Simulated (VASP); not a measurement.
# MgO in VASP: notebook, part 2 of 2

VASP 6.6.1. Earlier steps stand in the parts before.

## Step 3: Single point, PBEsol

INCAR

```
PREC = Accurate ; ENCUT = 520
EDIFF = 1E-6 ; ISMEAR = 0
SIGMA = 0.02 ; LREAL = Auto
LASPH = True ; NELM = 100
ALGO = Normal ; ISIF = 2
LWAVE = False ; LCHARG = False
GGA = PS ; NBANDS = 86
```

KPOINTS

```
Automatic mesh
0
Gamma
  2 2 2
  0.5 0.5 0.5
```

POSCAR

```
MgO
1.0
    4.2140464123      4.2140464123      4.2140464123
   -4.2140464123     -4.2140464123      4.2140464123
    4.2140464123     -4.2140464123     -4.2140464123
Mg O
16 16
Direct
    0.7469894621      0.2483436832     -0.0012794494
   -0.0033636557     -0.0018575535     -0.0016862519
    0.7470201403      0.4981849055      0.7485640315
   -0.0028389152      0.2483581398      0.7486883625
    0.2469913780     -0.0017507349      0.7487695813
    0.2469373776      0.7483048096     -0.0011297002
    0.4970255735      0.4983355571     -0.0014348705
    0.7470405684     -0.0016461706      0.2487489674
    0.7469111677      0.7481901426      0.4985508288
   -0.0029197574      0.4982997447      0.4986978375
    0.2470129013      0.2480479232      0.4984362160
    0.4970741448     -0.0017899361      0.4988237923
    0.4968533335      0.7481590621      0.7486999628
   -0.0029994482      0.7483360292      0.2486934613
    0.2469803238      0.4981656540      0.2486571743
    0.4969514698      0.2482380393      0.2485920187
    0.4971406281      0.2483169854      0.7486735466
    0.7471979076     -0.0017230410      0.7488316705
    0.4970871774      0.4983187095      0.4986737817
    0.7470979108      0.2482986240      0.4987435588
   -0.0029294459     -0.0017014223      0.4987109950
   -0.0029010776      0.7482776751      0.7486737641
    0.2471774946      0.4983887052      0.7487511915
    0.4971028410     -0.0016388395     -0.0013011509
    0.4971080574      0.7483530257      0.2487305076
    0.7470580497      0.4982945472      0.2486824003
   -0.0028903436      0.2483902712      0.2487767991
    0.2470347067     -0.0016268665      0.2486705396
    0.2471367320      0.7483865968      0.4987152005
    0.7471069520      0.7483200114     -0.0012580267
   -0.0028438372      0.4983544048     -0.0012744631
    0.2470708133      0.2483189757     -0.0013533758
```

Potentials or basis: VASP PAW PBE potentials, release 64 (Mg, O).

Command:

```
$ cat potpaw_PBE.64/Mg/POTCAR potpaw_PBE.64/O/POTCAR > POTCAR
$ mpirun -np 1 vasp_std > vasp.out
```

OUTCAR:

```text
PREC = Accurate
   ENCUT = 520
   EDIFF = 1E-6
   ISMEAR = 0
   LREAL = Auto
   LASPH = True
   NELM = 100
   ISIF = 2
   GGA = PS

 ion  position               nearest neighbor table
   1  0.747  0.248  0.999-  26 2.11  24 2.11  17 2.11  27 2.11  18 2.11  31 2.11   2 2.98  12 2.98
                            16 2.98   7 2.98  10 2.98  15 2.98  14 2.98   3 2.98   5 2.98   8 2.98
   2  0.997  0.998  0.998-  18 2.10  30 2.11  22 2.11  27 2.11  32 2.11  28 2.11   9 2.98  13 2.98
                             4 2.98   1 2.98   5 2.98   3 2.98  15 2.98   8 2.98  11 2.98   6 2.98
   3  0.747  0.498  0.749-  20 2.11  17 2.11  19 2.11  22 2.11  31 2.11  30 2.11   6 2.98  10 2.98
                             2 2.98   4 2.98  16 2.98  12 2.98   7 2.98   1 2.98  11 2.98   9 2.98
   4  0.997  0.248  0.749-  32 2.11  21 2.11  20 2.11  23 2.11  31 2.11  18 2.11   2 2.98   7 2.98
                            10 2.98   5 2.98   8 2.98   6 2.98   3 2.98  15 2.98  12 2.98  11 2.98
   5  0.247  0.998  0.749-  22 2.11  32 2.11  24 2.11  21 2.11  29 2.11  17 2.11  16 2.98   2 2.98
                             4 2.98  10 2.98  13 2.98   1 2.98  12 2.98   6 2.98  14 2.98   9 2.98
   6  0.247  0.748  0.999-  31 2.11  28 2.11  25 2.11  22 2.11  23 2.11  24 2.11  14 2.98   3 2.98
                            15 2.98  16 2.98   4 2.98  12 2.98   5 2.98   7 2.98  13 2.98   8 2.98
   7  0.497  0.498  0.999-  23 2.11  30 2.11  17 2.11  32 2.11  25 2.11  26 2.11  13 2.98   4 2.98
[... 580 lines left out ...]
     76      12.8748      0.00000
 [bands above 76 left out]

------------------------ aborting loop because EDIFF is reached ----------------------------------------

  FORCE on cell =-STRESS in cart. coord.  units (eV):
  Direction    XX          YY          ZZ          XY          YZ          ZX
  --------------------------------------------------------------------------------------
  -------------------------------------------------------------------------------------
  Total       -0.9322695     -0.9460026     -0.9124424      0.0013998     -0.0012110      0.0058034
  in kB       -4.9899260     -5.0634320     -4.8838029      0.0074923     -0.0064821      0.0310622
  external PRESSURE =      -4.9790536 kB  Pullay stress =       0.0000000 kB

 VOLUME and BASIS-vectors are now :
 -----------------------------------------------------------------------------
  energy-cutoff  :      520.00
  volume of cell :      299.34
      direct lattice vectors                 reciprocal lattice vectors
     4.214046412  4.214046412  4.214046412     0.118650805  0.000000000  0.118650805
    -4.214046412 -4.214046412  4.214046412     0.000000000 -0.118650805  0.118650805
     4.214046412 -4.214046412 -4.214046412     0.118650805 -0.118650805  0.000000000

 POSITION                                       TOTAL-FORCE (eV/Angst)
 -----------------------------------------------------------------------------------
      6.30997     -2.10734     -0.01427         0.003464      0.003741      0.003572
      4.20059     -4.21329      4.19915         0.022841     -0.003590      0.006764
      4.20309     -2.10588      2.09287         0.001676     -0.005284      0.001037
      6.31050      0.00048      2.09367        -0.001595     -0.000024     -0.003779
     -0.01049     -6.32119      2.09215        -0.002819      0.003145      0.006573
      2.09650     -6.32207     -0.01529        -0.001151      0.006755      0.011962
[... 24 lines left out ...]
      6.31065     -2.10670      2.09348        -0.000031     -0.001172     -0.002026
      4.20308     -4.21360     -2.12075        -0.003718     -0.000699     -0.001114
 -----------------------------------------------------------------------------------
    total drift:                               -0.020879      0.000591     -0.029021

  FREE ENERGIE OF THE ION-ELECTRON SYSTEM (eV)
  ---------------------------------------------------
  free  energy   TOTEN  =      -200.2134516469 eV

  energy  without entropy=     -200.2134516469  energy(sigma->0) =     -200.21345165
```

Run time: 2.2 min. Hardware: 1 thread of Intel Xeon 6975P-C (Granite Rapids), shared host; peak memory 0.39 GiB.

Results:

- Free energy: -200.2135 eV
- Pressure: -0.5 GPa
- Largest force: 0.024 eV/Å
- Band gap on the k mesh: 6.08 eV

Forces on the atoms (eV/Å):
```
Mg   0.003  0.004  0.004
Mg   0.023 -0.004  0.007
Mg   0.002 -0.005  0.001
Mg  -0.002  0.000 -0.004
Mg  -0.003  0.003  0.007
Mg  -0.001  0.007  0.012
Mg   0.008 -0.001 -0.002
Mg   0.000  0.002  0.000
Mg   0.006 -0.001  0.004
Mg   0.002 -0.001  0.002
Mg   0.002 -0.014  0.002
Mg  -0.003  0.001  0.009
Mg   0.002  0.002  0.010
Mg   0.002  0.003  0.000
Mg  -0.001 -0.003  0.006
Mg   0.003 -0.001  0.001
O   -0.003 -0.002 -0.009
O   -0.014 -0.002 -0.004
O    0.002  0.001  0.001
O   -0.005  0.001  0.001
O    0.002  0.001  0.004
O   -0.004 -0.002 -0.007
O   -0.003  0.003 -0.009
O    0.003 -0.001 -0.002
O   -0.003  0.000 -0.008
O    0.000  0.000 -0.002
O   -0.005  0.005 -0.007
O    0.002  0.004 -0.006
O   -0.004  0.001 -0.005
O   -0.008  0.002 -0.001
O    0.000 -0.001 -0.002
O   -0.004 -0.001 -0.001
```

Caveat: the PAW data sets were made with another functional, which shifts forces and pressure a little. A k mesh can miss the band edges.
